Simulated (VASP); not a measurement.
# SiB6 (Pm-3m) in VASP: notebook

SiB6 is run at these levels: PBE; tasks: single point, relaxation of cell and atoms.

Everything below comes from runs of VASP 6.6.1. Logs are shortened: lines on timing, memory, paths and dates and some standing lists are left out, and cuts for length are marked.

## (1) The cell of the first run

The structure is cubic, space group Pm-3m (No. 221). The conventional cell has a = 4.134 Å, b = 4.134 Å, c = 4.134 Å, α = 90.00°, β = 90.00°, γ = 90.00°. Si (site symmetry m-3m) has 24 B at 3.04 Å within 4.0 Å. B (site symmetry 4mm) has 5 B at 1.66 to 1.75 Å within 2.2 Å.

## (2) Single point, PBE

INCAR

```
SYSTEM = SiB6
PREC = Accurate ; ENCUT = 520
EDIFF = 1E-6 ; ISMEAR = 0
SIGMA = 0.1 ; LREAL = .FALSE.
LASPH = .TRUE. ; NELM = 60
ALGO = Normal ; ISIF = 2
LWAVE = .FALSE. ; LCHARG = .FALSE.
GGA = PE ; NBANDS = 20
```

KPOINTS

```
regular mesh
0
G
  6 6 6
  0 0 0
```

POSCAR

```
SiB6
1.0
    4.1337762437      0.0000000000      0.0000000000
    0.0000000000      4.1337762437      0.0000000000
    0.0000000000      0.0000000000      4.1337762437
Si B
1 6
Direct
    0.0000000000      0.0000000000      0.0000000000
    0.2002743862      0.5000000000      0.5000000000
    0.5000000000      0.2002743862      0.5000000000
    0.7997256138      0.5000000000      0.5000000000
    0.5000000000      0.7997256138      0.5000000000
    0.5000000000      0.5000000000      0.2002743862
    0.5000000000      0.5000000000      0.7997256138
```

Potentials or basis: VASP PAW PBE potentials, release 64 (Si, B).

Command:

```sh
> cat potpaw_PBE.64/Si/POTCAR potpaw_PBE.64/B/POTCAR > POTCAR
> mpirun -np 1 vasp_std > vasp.out
```

OUTCAR:

```text
SYSTEM = SiB6
   PREC = Accurate
   ENCUT = 520
   EDIFF = 1E-6
   ISMEAR = 0
   LREAL = .FALSE.
   LASPH = .TRUE.
   NELM = 60
   ISIF = 2
   GGA = PE

 ion  position               nearest neighbor table
   1  0.000  0.000  0.000-
   2  0.200  0.500  0.500-   4 1.66   3 1.75   5 1.75   6 1.75   7 1.75
   3  0.500  0.200  0.500-   5 1.66   4 1.75   2 1.75   6 1.75   7 1.75
   4  0.800  0.500  0.500-   2 1.66   3 1.75   5 1.75   6 1.75   7 1.75
   5  0.500  0.800  0.500-   3 1.66   2 1.75   4 1.75   6 1.75   7 1.75
   6  0.500  0.500  0.200-   7 1.66   3 1.75   4 1.75   5 1.75   2 1.75
   7  0.500  0.500  0.800-   6 1.66   3 1.75   4 1.75   5 1.75   2 1.75

  LATTYP: Found a simple cubic cell.
 ALAT       =     4.1337762437

  Lattice vectors:

 A1 = (   4.1337762437,   0.0000000000,   0.0000000000)
 A2 = (   0.0000000000,   4.1337762437,   0.0000000000)
 A3 = (   0.0000000000,   0.0000000000,   4.1337762437)

Analysis of symmetry for initial positions (statically):
=====================================================================
 Subroutine PRICEL returns:
 Original cell was already a primitive cell.

 Routine SETGRP: Setting up the symmetry group for a
 simple cubic supercell.

 Subroutine GETGRP returns: Found 48 space group operations
 (whereof 48 operations were pure point group operations)
 out of a pool of 48 trial point group operations.

The static configuration has the point symmetry O_h .

Analysis of symmetry for dynamics (positions and initial velocities):
=====================================================================
 Subroutine PRICEL returns:
 Original cell was already a primitive cell.

 Routine SETGRP: Setting up the symmetry group for a
 simple cubic supercell.

 Subroutine GETGRP returns: Found 48 space group operations
 (whereof 48 operations were pure point group operations)
 out of a pool of 48 trial point group operations.

The dynamic configuration has the point symmetry O_h .

 Subroutine INISYM returns: Found 48 space group operations
 (whereof 48 operations are pure point group operations),
 and found     1 'primitive' translations

----------------------------------------------------------------------------------------

                                     Primitive cell

  volume of cell :      70.6384

  direct lattice vectors                    reciprocal lattice vectors
[... 94 lines left out ...]
   EDIFFG = 0.1E-04   stopping-criterion for IOM
   NSW    =      0    number of steps for IOM
   IBRION =     -1    ionic relax: 0-MD 1-quasi-New 2-CG
   NFREE  =      0    steps in history (QN), initial steepest desc. (CG)
   ISIF   =      2    stress and relaxation
   ISYM   =      2    0-nonsym 1-usesym 2-fastsym
   POTIM  = 0.5000    time-step for ionic-motion
   TEBEG  =    0.0;   TEEND  =   0.0 temperature during run
   PSTRESS=    0.0 pullay stress
   NELECT =      22.0000    total number of electrons
   NUPDOWN=      -1.0000    fix difference up-down
   EMIN   =  10.00;   EMAX   =-10.00  energy-range for DOS
   EFERMI =   0.00;   METHOD = LEGACY
   ISMEAR =     0;   SIGMA  =   0.10  broadening in eV -4-tet -1-fermi 0-gaus
   EFERMI_NEDOS =   21; number of points for ismear=-14 and -15
   IALGO  =     38    algorithm
   IMIX   =      4    mixing-type and parameters
     AMIX     =   0.40;   BMIX     =  1.00
     AMIX_MAG =   1.60;   BMIX_MAG =  1.00
  volume/ion in A,a.u.               =      10.09        68.10
  Fermi-wavevector in a.u.,A,eV,Ry     =   1.109691  2.097012 16.754408  1.231414
  Thomas-Fermi vector in A             =   2.246234
   LORBIT       =      0    0 simple, 1 ext, 2 COOP (PROOUT), +10 PAW based schemes
   GGA     = PE    functional components
   LHFCALC =     F    Hartree Fock is set to
   AEXX    =    0.0000 exact exchange contribution
   IVDW    =     0    specifies the selected vdW correction
   LEPSILON=     F    determine dielectric tensor
   LRPA    =     F    only Hartree local field effects (RPA)
 non-spin polarized calculation
 Gauss-broadening in eV      SIGMA  =   0.10
  energy-cutoff  :      520.00
  volume of cell :       70.64
 maximum number of plane-waves:      1935
 NGX is ok and might be reduce to    32
   NGX = 15   NGY = 15   NGZ = 15

 number of electron      22.0000000 magnetization

 Free energy of the ion-electron system (eV)
  ---------------------------------------------------
  ext. energy  EPLUGINS =         0.00000000
  ---------------------------------------------------
  free energy    TOTEN  =       -42.45574064 eV

  energy without entropy =      -42.45280775  energy(sigma->0) =      -42.45427419

 E-fermi :   5.2537     XC(G=0): -10.5455

 val. band max:        5.2273558421   @ k =   0.5000   0.0000   0.0000
 cond. band min:       5.2906656041   @ k =   0.5000   0.5000   0.0000
 fundamental gap:      0.0633097620
 Fermi energy:         5.2537121884

 k-point     1 :       0.0000    0.0000    0.0000
  band No.  band energies     occupation
      1      -9.6129      2.00000
      2      -3.7141      2.00000
      3      -1.8290      2.00000
      4      -1.8290      2.00000
      5      -1.8290      2.00000
      6      -0.1231      2.00000
[... 449 lines left out ...]
     19      13.8579      0.00000
     20      13.8579      0.00000

------------------------ aborting loop because EDIFF is reached ----------------------------------------

  FORCE on cell =-STRESS in cart. coord.  units (eV):
  Direction    XX          YY          ZZ          XY          YZ          ZX
  --------------------------------------------------------------------------------------
  -------------------------------------------------------------------------------------
  Total       -0.0282184     -0.0282184     -0.0282184     -0.0000000     -0.0000000      0.0000000
  in kB       -0.6400324     -0.6400324     -0.6400324     -0.0000000     -0.0000000      0.0000000
  external PRESSURE =      -0.6400324 kB  Pullay stress =       0.0000000 kB

 VOLUME and BASIS-vectors are now :
 -----------------------------------------------------------------------------
  energy-cutoff  :      520.00
  volume of cell :       70.64
      direct lattice vectors                 reciprocal lattice vectors
     4.133776244  0.000000000  0.000000000     0.241909562  0.000000000  0.000000000
     0.000000000  4.133776244  0.000000000     0.000000000  0.241909562  0.000000000
     0.000000000  0.000000000  4.133776244     0.000000000  0.000000000  0.241909562

 POSITION                                       TOTAL-FORCE (eV/Angst)
 -----------------------------------------------------------------------------------
      0.00000      0.00000      0.00000         0.000000      0.000000      0.000000
      0.82789      2.06689      2.06689        -0.027538      0.000000      0.000000
      2.06689      0.82789      2.06689         0.000000     -0.027538      0.000000
      3.30589      2.06689      2.06689         0.027538      0.000000      0.000000
      2.06689      3.30589      2.06689         0.000000      0.027538      0.000000
      2.06689      2.06689      0.82789         0.000000     -0.000000     -0.027538
      2.06689      2.06689      3.30589         0.000000     -0.000000      0.027538
 -----------------------------------------------------------------------------------
    total drift:                               -0.000000     -0.000000      0.000000

  FREE ENERGIE OF THE ION-ELECTRON SYSTEM (eV)
  ---------------------------------------------------
  free  energy   TOTEN  =       -42.4557406428 eV

  energy  without entropy=      -42.4528077452  energy(sigma->0) =      -42.45427419
```

stdout:

```text
POSCAR found type information on POSCAR SiB
 POSCAR found :  2 types and       7 ions
 scaLAPACK will be used
 LDA part: xc-table for (Slater+PW92), standard interpolation
 POSCAR, INCAR and KPOINTS ok, starting setup
 FFT: planning ... GRIDC
 FFT: planning ... GRID_SOFT
 FFT: planning ... GRID
 WAVECAR not read
 entering main loop
```

Run time: 49 s. Hardware: 1 thread of AMD EPYC 7R13, shared host; peak memory 0.14 GiB.

What came out:

| Quantity | Value |
| --- | --- |
| Free energy | -42.4557 eV |
| Pressure | -0.1 GPa |
| Largest force | 0.028 eV/Å |
| Band gap on the k mesh | 0.06 eV, indirect (least direct gap 0.68 eV) |

Forces in eV/Å, atoms in the order of the input:
```
Si   0.000  0.000  0.000
B   -0.028  0.000  0.000
B    0.000 -0.028  0.000
B    0.028  0.000  0.000
B    0.000  0.028  0.000
B    0.000  0.000 -0.028
B    0.000  0.000  0.028
```

A k mesh can miss the band edges.

## (3) Relaxation of cell and atoms, PBE

This run uses another cell than the first one, of 10.06 Å³/atom, 0.997 times its volume.

INCAR

```
PREC = Accurate
ENCUT = 600
EDIFF = 1E-6
ISMEAR = 0
SIGMA = 0.1
LREAL = False
LASPH = True
NELM = 80
ALGO = Normal
ISIF = 3
LWAVE = False
LCHARG = False
GGA = PE
IBRION = 2
NSW = 100
EDIFFG = -0.05
```

KPOINTS

```
Automatic mesh
0
Gamma
  6 6 6
```

POSCAR

```
SiB6
1.0
    4.1300000000      0.0000000000      0.0000000000
    0.0000000000      4.1300000000      0.0000000000
    0.0000000000      0.0000000000      4.1300000000
Si B
1 6
Direct
    0.0000000000      0.0000000000      0.0000000000
    0.2100000000      0.5000000000      0.5000000000
    0.5000000000      0.2100000000      0.5000000000
    0.7900000000      0.5000000000      0.5000000000
    0.5000000000      0.7900000000      0.5000000000
    0.5000000000      0.5000000000      0.2100000000
    0.5000000000      0.5000000000      0.7900000000
```

Potentials or basis: VASP PAW PBE potentials, release 64 (Si, B).

Command:

```sh
> cat potpaw_PBE.64/Si/POTCAR potpaw_PBE.64/B/POTCAR > POTCAR
> mpirun -np 1 vasp_std > vasp.out
```

Wall time 3.7 min (1 thread of AMD EPYC 7R13, shared host); peak memory 0.18 GiB.

The run converged. Its results:

* Free energy: -42.4612 eV
* Relaxed volume: 10.07 Å³/atom
* Relaxed cell: a = 4.131 Å, b = 4.131 Å, c = 4.131 Å, α = 90.00°, β = 90.00°, γ = 90.00°
* Space group after relaxing (to 0.05 Å): Pm-3m (No. 221)
* Energy gained by relaxing: 47.2 meV/atom
* Ionic steps: 6
* Pressure after relaxing: 0.2 GPa
* Largest force after relaxing: 0.010 eV/Å
* Band gap on the k mesh: 0.06 eV, indirect (least direct gap 0.67 eV)

Forces on the atoms (eV/Å):
```
Si   0.000  0.000  0.000
B   -0.010  0.000  0.000
B    0.000 -0.010  0.000
B    0.010  0.000  0.000
B    0.000  0.010  0.000
B    0.000  0.000 -0.010
B    0.000  0.000  0.010
```

The path:
```csv
step,energy change (eV),largest force (eV/Å),pressure (GPa),volume (Å³)
1,0.0000,2.6938,4.03,70.44
2,1.3546,6.3186,-2.09,73.06
3,-0.3271,0.0944,-1.46,71.25
4,-0.3278,0.0216,-1.31,71.22
5,-0.3277,0.0715,-1.23,71.20
6,-0.3303,0.0098,0.23,70.48
```

Final structure:
```cif
data_structure
_symmetry_space_group_name_H-M 'P 1'
_symmetry_Int_Tables_number 1
_cell_length_a 4.1308
_cell_length_b 4.1308
_cell_length_c 4.1308
_cell_angle_alpha 90.000
_cell_angle_beta 90.000
_cell_angle_gamma 90.000
_cell_volume 70.48
loop_
_atom_site_label
_atom_site_type_symbol
_atom_site_fract_x
_atom_site_fract_y
_atom_site_fract_z
_atom_site_occupancy
Si1 Si 0.00000 0.00000 0.00000 1
B1 B 0.20017 0.50000 0.50000 1
B2 B 0.50000 0.20017 0.50000 1
B3 B 0.79983 0.50000 0.50000 1
B4 B 0.50000 0.79983 0.50000 1
B5 B 0.50000 0.50000 0.20017 1
B6 B 0.50000 0.50000 0.79983 1
```

Levels at points of the mesh, in eV from the valence-band top:
```csv
k point,band 7,band 8,band 9,band 10,band 11,band 12,band 13,band 14,band 15
"(0.00, 0.00, 0.00)",-5.36,-3.64,-0.22,-0.22,-0.22,1.17,1.17,1.17,2.78
"(0.50, 0.00, 0.00)",-5.05,-3.34,-3.34,-1.91,0.00,0.67,1.60,2.44,2.44
"(0.50, 0.50, 0.00)",-2.58,-2.58,-2.12,-1.69,-1.69,0.06,0.06,0.28,5.84
"(0.50, 0.50, 0.50)",-5.69,-5.69,-1.29,-1.29,-1.29,3.08,3.08,3.08,5.83
```

Caveat: the relaxation stopped at a loose force limit of 0.05 eV/Å, so its end isn't a converged minimum.
